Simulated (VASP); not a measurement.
# Ba (Im-3m) in VASP: settings compared

Aim: see how the results for Ba move with the level of theory and the settings. Levels: PBE, PBEsol. Tasks: single point.

All numbers are computed with VASP 6.6.1; they aren't measurements. Logs are shortened: lines on timing, memory, paths and dates and some standing lists are left out, and cuts for length are marked.

### 1 The cell of the first run

It takes space group Im-3m (No. 229, cubic). Conventional cell: a = 5.046 Å, b = 5.046 Å, c = 5.046 Å, α = 90.00°, β = 90.00°, γ = 90.00°. Ba (site symmetry m-3m) has 14 Ba at 4.37 to 5.05 Å within 5.7 Å.

### 2 Single point, PBE (volume scaled by 1.02)

INCAR reads:

```
SYSTEM = Ba
PREC = Accurate
ENCUT = 520
EDIFF = 1E-6
ISMEAR = -1
SIGMA = 0.05
LREAL = .False.
LASPH = .True.
NELM = 60
ALGO = Normal
ISIF = 2
LWAVE = .False.
LCHARG = .False.
GGA = PE
NBANDS = 11
```

KPOINTS reads:

```
Automatic mesh
0
Gamma
  8 8 8
  0 0 0
```

POSCAR reads:

```
Ba
1.0
   -2.5230998215      2.5230998215      2.5230998215
    2.5230998215     -2.5230998215      2.5230998215
    2.5230998215      2.5230998215     -2.5230998215
Ba
1
Direct
    0.0000000000      0.0000000000      0.0000000000
```

Potentials or basis: VASP PAW PBE potentials, release 64 (Ba_sv).

Started as:

```console
$ cat potpaw_PBE.64/Ba_sv/POTCAR > POTCAR
$ mpirun -np 1 vasp_std > vasp.out
```

OUTCAR:

```text
SYSTEM = Ba
   PREC = Accurate
   ENCUT = 520
   EDIFF = 1E-6
   ISMEAR = -1
   LREAL = .False.
   LASPH = .True.
   NELM = 60
   ISIF = 2
   GGA = PE

 ion  position               nearest neighbor table
   1  0.000  0.000  0.000-

  LATTYP: Found a body centered cubic cell.
 ALAT       =     5.0461996430

  Lattice vectors:

 A1 = (  -2.5230998215,   2.5230998215,   2.5230998215)
 A2 = (   2.5230998215,  -2.5230998215,   2.5230998215)
 A3 = (   2.5230998215,   2.5230998215,  -2.5230998215)

Analysis of symmetry for initial positions (statically):
=====================================================================
 Subroutine PRICEL returns:
 Original cell was already a primitive cell.

 Routine SETGRP: Setting up the symmetry group for a
 body centered cubic supercell.

 Subroutine GETGRP returns: Found 48 space group operations
 (whereof 48 operations were pure point group operations)
 out of a pool of 48 trial point group operations.

The static configuration has the point symmetry O_h .

Analysis of symmetry for dynamics (positions and initial velocities):
=====================================================================
 Subroutine PRICEL returns:
 Original cell was already a primitive cell.

 Routine SETGRP: Setting up the symmetry group for a
 body centered cubic supercell.

 Subroutine GETGRP returns: Found 48 space group operations
 (whereof 48 operations were pure point group operations)
 out of a pool of 48 trial point group operations.

The dynamic configuration has the point symmetry O_h .

 Subroutine INISYM returns: Found 48 space group operations
 (whereof 48 operations are pure point group operations),
 and found     1 'primitive' translations

----------------------------------------------------------------------------------------

                                     Primitive cell

  volume of cell :      64.2485

  direct lattice vectors                    reciprocal lattice vectors
    -2.523099821  2.523099821  2.523099821     0.000000000  0.198168933  0.198168933
     2.523099821 -2.523099821  2.523099821     0.198168933  0.000000000  0.198168933
     2.523099821  2.523099821 -2.523099821     0.198168933  0.198168933  0.000000000

  length of vectors
     4.370137083  4.370137083  4.370137083     0.280253193  0.280253193  0.280253193

  position of ions in fractional coordinates (direct lattice)
[... 76 lines left out ...]
   NELM   =     60;   NELMIN=  2; NELMDL= -5     # of ELM steps
   EDIFF  = 0.1E-05   stopping-criterion for ELM
   LREAL  =      F    real-space projection
   EDIFFG = 0.1E-04   stopping-criterion for IOM
   NSW    =      0    number of steps for IOM
   IBRION =     -1    ionic relax: 0-MD 1-quasi-New 2-CG
   NFREE  =      0    steps in history (QN), initial steepest desc. (CG)
   ISIF   =      2    stress and relaxation
   ISYM   =      2    0-nonsym 1-usesym 2-fastsym
   POTIM  = 0.5000    time-step for ionic-motion
   TEBEG  =    0.0;   TEEND  =   0.0 temperature during run
   PSTRESS=    0.0 pullay stress
   NELECT =      10.0000    total number of electrons
   NUPDOWN=      -1.0000    fix difference up-down
   EMIN   =  10.00;   EMAX   =-10.00  energy-range for DOS
   EFERMI =   0.00;   METHOD = LEGACY
   ISMEAR =    -1;   SIGMA  =   0.05  broadening in eV -4-tet -1-fermi 0-gaus
   EFERMI_NEDOS =   21; number of points for ismear=-14 and -15
   IALGO  =     38    algorithm
   IMIX   =      4    mixing-type and parameters
     AMIX     =   0.40;   BMIX     =  1.00
     AMIX_MAG =   1.60;   BMIX_MAG =  1.00
  volume/ion in A,a.u.               =      64.25       433.57
  Fermi-wavevector in a.u.,A,eV,Ry     =   0.880617  1.664125 10.551132  0.775486
  Thomas-Fermi vector in A             =   2.001002
   LORBIT       =      0    0 simple, 1 ext, 2 COOP (PROOUT), +10 PAW based schemes
   GGA     = PE    functional components
   LHFCALC =     F    Hartree Fock is set to
   AEXX    =    0.0000 exact exchange contribution
   IVDW    =     0    specifies the selected vdW correction
   LEPSILON=     F    determine dielectric tensor
   LRPA    =     F    only Hartree local field effects (RPA)
 non-spin polarized calculation
  energy-cutoff  :      520.00
  volume of cell :       64.25
 maximum number of plane-waves:      1748
 NGX is ok and might be reduce to    36
   NGX = 17   NGY = 17   NGZ = 17

 number of electron      10.0000001 magnetization

 Free energy of the ion-electron system (eV)
  ---------------------------------------------------
  ext. energy  EPLUGINS =         0.00000000
  ---------------------------------------------------
  free energy    TOTEN  =        -1.91610261 eV

  energy without entropy =       -1.90783353  energy(sigma->0) =       -1.91196807

 E-fermi :   1.5697     XC(G=0):  -7.3462

 val. band max:        1.5148904733   @ k =  -0.3750   0.5000   0.2500
 cond. band min:       1.6917553446   @ k =   0.2500   0.2500   0.1250
 fundamental gap:      0.1768648713
 Fermi energy:         1.5697337776

 k-point     1 :       0.0000    0.0000    0.0000
  band No.  band energies     occupation
      1     -27.3361      2.00000
      2     -12.2962      2.00000
      3     -12.2962      2.00000
      4     -12.2962      2.00000
      5      -1.1577      2.00000
      6       3.3911      0.00000
      7       3.3911      0.00000
      8       3.3911      0.00000
      9       4.7651      0.00000
     10       4.7651      0.00000
     11       8.4606      0.00000
[... 309 lines left out ...]
 k-point    24 :      -0.3750    0.3750    0.2500
  band No.  band energies     occupation
      1     -27.2868      2.00000
      2     -12.6175      2.00000
      3     -12.4957      2.00000
      4     -12.4560      2.00000
      5       1.2225      1.99807
      6       1.8217      0.01288
      7       3.4310      0.00000
      8       3.6478      0.00000
      9       5.0577      0.00000
     10       5.4701      0.00000
     11       8.5707      0.00000

 [... further k-points ...]
[... 5 lines left out ...]
  --------------------------------------------------------------------------------------
  -------------------------------------------------------------------------------------
  Total       -0.0549179     -0.0549179     -0.0549179      0.0000000      0.0000000     -0.0000000
  in kB       -1.3694975     -1.3694975     -1.3694975      0.0000000      0.0000000     -0.0000000
  external PRESSURE =      -1.3694975 kB  Pullay stress =       0.0000000 kB

 VOLUME and BASIS-vectors are now :
 -----------------------------------------------------------------------------
  energy-cutoff  :      520.00
  volume of cell :       64.25
      direct lattice vectors                 reciprocal lattice vectors
    -2.523099821  2.523099821  2.523099821     0.000000000  0.198168933  0.198168933
     2.523099821 -2.523099821  2.523099821     0.198168933  0.000000000  0.198168933
     2.523099821  2.523099821 -2.523099821     0.198168933  0.198168933  0.000000000

 POSITION                                       TOTAL-FORCE (eV/Angst)
 -----------------------------------------------------------------------------------
      0.00000      0.00000      0.00000         0.000000     -0.000000      0.000000
 -----------------------------------------------------------------------------------
    total drift:                               -0.000000      0.000000      0.000000

  FREE ENERGIE OF THE ION-ELECTRON SYSTEM (eV)
  ---------------------------------------------------
  free  energy   TOTEN  =        -1.9161026084 eV

  energy  without entropy=       -1.9078335262  energy(sigma->0) =       -1.91196807
```

OSZICAR:

```text
N       E                     dE             d eps       ncg     rms          rms(c)
DAV:   1     0.516262753663E+02    0.51626E+02   -0.41884E+03   638   0.740E+02
DAV:   2     0.452922416982E+00   -0.51173E+02   -0.50112E+02   762   0.136E+02
DAV:   3    -0.186294591416E+01   -0.23159E+01   -0.23033E+01   850   0.294E+01
DAV:   4    -0.191348325283E+01   -0.50537E-01   -0.50486E-01   777   0.422E+00
DAV:   5    -0.191508103722E+01   -0.15978E-02   -0.15977E-02   922   0.543E-01    0.159E+00
DAV:   6    -0.191514995467E+01   -0.68917E-04   -0.30130E-03   778   0.528E-01    0.950E-01
DAV:   7    -0.191590917795E+01   -0.75922E-03   -0.66715E-03   733   0.865E-01    0.434E-02
DAV:   8    -0.191609239290E+01   -0.18321E-03   -0.32547E-04   954   0.104E-01    0.265E-02
DAV:   9    -0.191610065662E+01   -0.82637E-05   -0.63190E-06   790   0.225E-02    0.728E-03
DAV:  10    -0.191610266873E+01   -0.20121E-05   -0.51397E-06   780   0.151E-02    0.141E-03
DAV:  11    -0.191610260844E+01    0.60298E-07   -0.50402E-07   438   0.605E-03
   1 F= -.19161026E+01 E0= -.19119681E+01  d E =-.826908E-02
```

stdout:

```text
POSCAR found type information on POSCAR Ba
 POSCAR found :  1 types and       1 ions
 scaLAPACK will be used
 LDA part: xc-table for (Slater+PW92), standard interpolation
 POSCAR, INCAR and KPOINTS ok, starting setup
 FFT: planning ... GRIDC
 FFT: planning ... GRID_SOFT
 FFT: planning ... GRID
 WAVECAR not read
 entering main loop
```

It took 7.6 s on 1 thread of Intel Xeon 6975P-C (Granite Rapids), shared host; peak memory 0.2 GiB.

Results:

```yaml
Free_energy: -1.9161 eV
Pressure: -0.1 GPa
Band_gap_on_the_k_mesh: zero (band 5 reaches 2.09 eV, above the bottom of band 6 at 1.06 eV)
```

Caveat: the cell differs from its parent crystal (volume scaled by 1.02); spin-orbit coupling is left out, which moves the levels of the heavy elements.

### 3 Single point, PBE (volume scaled by 1.06)

INCAR reads:

```
PREC = Accurate
ENCUT = 520
EDIFF = 1E-7
ISMEAR = -1
SIGMA = 0.05
LREAL = F
LASPH = T
NELM = 60
ALGO = Normal
ISIF = 2
LWAVE = F
LCHARG = F
GGA = PE
NBANDS = 11
```

KPOINTS reads:

```
regular mesh
0
Gamma
  8 8 8
```

POSCAR reads:

```
Ba
1.0
   -2.5556595394      2.5556595394      2.5556595394
    2.5556595394     -2.5556595394      2.5556595394
    2.5556595394      2.5556595394     -2.5556595394
Ba
1
Direct
    0.0000000000      0.0000000000      0.0000000000
```

Potentials or basis: VASP PAW PBE potentials, release 64 (Ba_sv).

Started as:

```console
$ cat potpaw_PBE.64/Ba_sv/POTCAR > POTCAR
$ mpirun -np 1 vasp_std > vasp.out
```

Run time: 7.9 s. Hardware: 1 thread of Intel Xeon 6975P-C (Granite Rapids), shared host; peak memory 0.2 GiB.

It converged, with:

```yaml
Free_energy: -1.9115 eV
Pressure: -0.4 GPa
Band_gap_on_the_k_mesh: zero (band 5 reaches 1.93 eV, above the bottom of band 6 at 0.99 eV)
```

Levels at points of the mesh, in eV from the Fermi level:
```tsv
k point	band 1	band 2	band 3	band 4	band 5	band 6	band 7	band 8	band 9	band 10
(0.00, 0.00, 0.00)	-28.98	-13.96	-13.96	-13.96	-2.71	1.77	1.77	1.77	3.09	3.09
(0.50, 0.00, 0.00)	-28.95	-14.34	-14.08	-13.96	-0.85	0.70	1.09	3.04	3.59	4.93
(0.50, 0.50, 0.50)	-28.92	-14.23	-14.23	-14.23	-0.46	-0.46	4.09	4.09	4.09	4.47
```

Caveat: the cell differs from its parent crystal (volume scaled by 1.06); spin-orbit coupling is left out, which moves the levels of the heavy elements.

### 4 Single point, PBEsol

This run uses another cell than the first one, of 59.21 Å³/atom, 0.922 times its volume.

INCAR reads:

```
PREC = Accurate ; ENCUT = 520
EDIFF = 1E-7 ; ISMEAR = -1
SIGMA = 0.05 ; LREAL = F
LASPH = T ; NELM = 80
ALGO = Normal ; ISIF = 2
LWAVE = F ; LCHARG = F
GGA = PS ; NBANDS = 11
```

KPOINTS reads:

```
Automatic mesh
0
Gamma
  8 8 8
```

POSCAR reads:

```
Ba
1.0
   -2.4553325815      2.4553325815      2.4553325815
    2.4553325815     -2.4553325815      2.4553325815
    2.4553325815      2.4553325815     -2.4553325815
Ba
1
Direct
    0.0000000000      0.0000000000      0.0000000000
```

Started as:

```console
$ cat potpaw_PBE.64/Ba_sv/POTCAR > POTCAR
$ mpirun -np 1 vasp_std > vasp.out
```

Wall time 11 s (1 thread of AMD EPYC 7R43 (Zen 3), shared host); peak memory 0.14 GiB.

Results (log left out):

* Free energy: -2.1583 eV
* Pressure: -0.1 GPa
* Band gap on the k mesh: zero (band 5 reaches 2.32 eV, above the bottom of band 6 at 1.11 eV)

Levels at points of the mesh, in eV from the Fermi level:
| k point | band 2 | band 3 | band 4 | band 5 | band 6 | band 7 | band 8 | band 9 |
| --- | --- | --- | --- | --- | --- | --- | --- | --- |
| (0.00, 0.00, 0.00) | -13.61 | -13.61 | -13.61 | -2.76 | 1.91 | 1.91 | 1.91 | 3.44 |
| (0.50, 0.00, 0.00) | -14.18 | -13.79 | -13.62 | -0.91 | 0.70 | 1.49 | 3.41 | 4.04 |
| (0.50, 0.50, 0.50) | -14.00 | -14.00 | -14.00 | -0.59 | -0.59 | 4.68 | 4.68 | 4.68 |

Caveat: the PAW data sets were made with another functional, which shifts forces and pressure a little; spin-orbit coupling is left out, which moves the levels of the heavy elements.

### 5 Single point, PBEsol

This run uses another cell than the first one, of 60.47 Å³/atom, 0.941 times its volume.

INCAR reads:

```
SYSTEM = Ba
PREC     = Accurate       ! precision mode
ENCUT    = 520            ! plane-wave cutoff, eV
EDIFF    = 1E-6           ! SCF threshold, eV
ISMEAR   = -1             ! smearing method
SIGMA    = 0.05           ! smearing width, eV
LREAL    = .FALSE.        ! projectors in reciprocal space
LASPH    = .TRUE.         ! aspherical terms in the spheres
NELM     = 80             ! most SCF steps
ALGO     = Normal         ! electronic algorithm
ISIF     = 2              ! what is computed and relaxed
LWAVE    = .FALSE.        ! write WAVECAR
LCHARG   = .FALSE.        ! write CHGCAR
GGA      = PS             ! functional
NBANDS   = 11             ! bands
```

KPOINTS reads:

```
regular mesh
0
G
  8 8 8
  0 0 0
```

POSCAR reads:

```
Ba
1.0
   -2.4726242257      2.4726242257      2.4726242257
    2.4726242257     -2.4726242257      2.4726242257
    2.4726242257      2.4726242257     -2.4726242257
Ba
1
Direct
    0.0000000000      0.0000000000      0.0000000000
```

Started as:

```console
$ cat potpaw_PBE.64/Ba_sv/POTCAR > POTCAR
$ mpirun -np 1 vasp_std > vasp.out
```

Run time: 9 s. Hardware: 1 thread of AMD EPYC 7R43 (Zen 3), shared host; peak memory 0.14 GiB.

The run converged. Its results:

```yaml
Free_energy: -2.1565 eV
Pressure: -0.3 GPa
Band_gap_on_the_k_mesh: zero (band 5 reaches 2.23 eV, above the bottom of band 6 at 1.07 eV)
```

Levels at points of the mesh, in eV from the Fermi level:
```tsv
k point	band 1	band 2	band 3	band 4	band 5	band 6	band 7	band 8	band 9	band 10
(0.00, 0.00, 0.00)	-28.76	-13.67	-13.67	-13.67	-2.76	1.88	1.88	1.88	3.38	3.38
(0.50, 0.00, 0.00)	-28.71	-14.20	-13.84	-13.67	-0.90	0.70	1.41	3.35	3.96	5.49
(0.50, 0.50, 0.50)	-28.67	-14.03	-14.03	-14.03	-0.57	-0.57	4.57	4.57	4.57	4.96
```

Caveat: the PAW data sets were made with another functional, which shifts forces and pressure a little; spin-orbit coupling is left out, which moves the levels of the heavy elements.

### 6 Single point, PBEsol

This run uses another cell than the first one, of 61.73 Å³/atom, 0.961 times its volume.

INCAR reads:

```
  PREC = Accurate
  ENCUT = 520
  EDIFF = 1E-6
  ISMEAR = -1
  SIGMA = 0.05
  LREAL = F
  LASPH = T
  NELM = 60
  ALGO = Normal
  ISIF = 2
  LWAVE = F
  LCHARG = F
  GGA = PS
  NBANDS = 11
```

KPOINTS reads:

```
Automatic mesh
0
Gamma
  8 8 8
```

POSCAR reads:

```
Ba
1.0
   -2.4896773455      2.4896773455      2.4896773455
    2.4896773455     -2.4896773455      2.4896773455
    2.4896773455      2.4896773455     -2.4896773455
Ba
1
Direct
    0.0000000000      0.0000000000      0.0000000000
```

Potentials or basis: VASP PAW PBE potentials, release 64 (Ba_sv).

Started as:

```console
$ cat potpaw_PBE.64/Ba_sv/POTCAR > POTCAR
$ mpirun -np 1 vasp_std > vasp.out
```

Wall time 9.3 s (1 thread of AMD EPYC 7R43 (Zen 3), shared host); peak memory 0.14 GiB.

It converged, with:

```
Free energy            : -2.1533 eV
Pressure               : -0.5 GPa
Band gap on the k mesh : zero (band 5 reaches 2.14 eV, above the bottom of band 6 at 1.04 eV)
```

Levels at points of the mesh, in eV from the Fermi level:
```
           k point  band 3  band 4  band 5  band 6  band 7  band 8
(0.00, 0.00, 0.00)  -13.72  -13.72   -2.76    1.86    1.86    1.86
(0.50, 0.00, 0.00)  -13.88  -13.72   -0.90    0.69    1.34    3.28
(0.50, 0.50, 0.50)  -14.07  -14.07   -0.54   -0.54    4.46    4.46
```

Caveat: the PAW data sets were made with another functional, which shifts forces and pressure a little; spin-orbit coupling is left out, which moves the levels of the heavy elements.

### 7 Overview

```tsv
level	cell	gap on the mesh (eV)	pressure (GPa)
PBE	a = 4.370 Å, angles 109.5°, 1 atom	none	-0.1
PBE	a = 4.427 Å, angles 109.5°, 1 atom	none	-0.4
PBEsol	a = 4.253 Å, angles 109.5°, 1 atom	none	-0.1
PBEsol	a = 4.283 Å, angles 109.5°, 1 atom	none	-0.3
PBEsol	a = 4.312 Å, angles 109.5°, 1 atom	none	-0.5
```

Alike in all rows: task single point; potentials or basis VASP PAW PBE potentials, release 64 (Ba_sv); no spin polarisation; k mesh 8 × 8 × 8; cutoff (eV) 520; smearing fermi-dirac 0.05 eV.

Caveats: spin-orbit coupling is left out, which moves the levels of the heavy elements; the PAW data sets were made with another functional, which shifts forces and pressure a little (some runs).

Absolute energies hang on the potentials; compare differences alone.
